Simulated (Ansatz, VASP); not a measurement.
# HfN in VASP and in Ansatz

```xyz
2
Lattice="0.0000 2.4548 2.3321 2.4548 0.0000 2.3321 2.4548 2.4548 0.0000" Properties=species:S:1:pos:R:3 pbc="T T T"
Hf    0.0000    0.0000    0.0000
N     3.6822    3.6822    3.4981
```

Change from the starting cell: strain +0.000 along x and y, -0.050 along z, atoms carried along.

Alike in both runs: task single point; functional LDA; k mesh 16 × 16 × 16; occupations gaussian, width 0.15 eV; no spin polarisation.

|  | VASP | Ansatz |
| --- | --- | --- |
| version | VASP 6.6.1 | Ansatz 0.2.0 |
| potentials or method | VASP PAW LDA potentials, release 64 (Hf_pv, N), cutoff 520 eV | scalar-relativistic, plane waves, PAW |
| valence electrons in the cell | 15 | 31 |

VASP gave:

* gap on the k mesh at the Fermi level (eV): none
* pressure (GPa): 0.0
* traceless stress, the component that is largest in VASP (GPa): 4.75

Problem. Estimate Ansatz's values.

Solution. gap on the k mesh at the Fermi level (eV): none; pressure (GPa): 0.2; traceless stress, the component that is largest in VASP (GPa): 4.80.

LDA's correlation is that of Perdew and Zunger in VASP and of Perdew and Wang (1992) in Ansatz. A gap of «none» marks a metal or a gap that the smearing closes. VASP's potentials hold 15 valence electrons a cell and Ansatz's 31, so a difference there can come from the potentials and not from the codes.

Spin-orbit coupling is off throughout.
